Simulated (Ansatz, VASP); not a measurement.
BN: VASP beside Ansatz

```
B N
1.0
     3.62470    0.00000    0.00000
     0.00000   -3.62470    0.00000
     0.00000    0.00000   -3.62470
B N
4 4
Direct
  0.00000 0.00000 0.00000
  0.50000 0.50000 0.00000
  0.50000 0.00000 0.50000
  0.00000 0.50000 0.50000
  0.75000 0.76379 0.75000
  0.25000 0.25000 0.75000
  0.25000 0.75000 0.25000
  0.75000 0.25000 0.25000
```

Alike in both runs: task single point; functional PBE; k mesh 6 × 6 × 6; occupations gaussian, width 0.05 eV; no spin polarisation.

|  | VASP | Ansatz |
| --- | --- | --- |
| version | VASP 6.6.1 | Ansatz 0.2.0 |
| potentials or method | VASP PAW PBE potentials, release 64 (B, N), cutoff 520 eV | scalar-relativistic, plane waves, PAW |
| valence electrons in the cell | 32 | 32 |

|  | VASP | Ansatz | Ansatz less VASP |
| --- | --- | --- | --- |
| gap on the k mesh at the Fermi level (eV) | 4.33 | 4.34 | +0.012 |
| least direct gap on the mesh (eV) | 4.33 | 4.34 | +0.012 |
| pressure (GPa) | 0.5 | 0.2 | -0.24 |
| traceless stress, the component that is largest in VASP (GPa) | -0.26 | -0.23 | +0.031 |
| rms of the force components (eV/Å) | 0.395 | 0.393 | -0.0021 |

Atom by atom the forces differ by 0.002 eV/Å (rms over components).
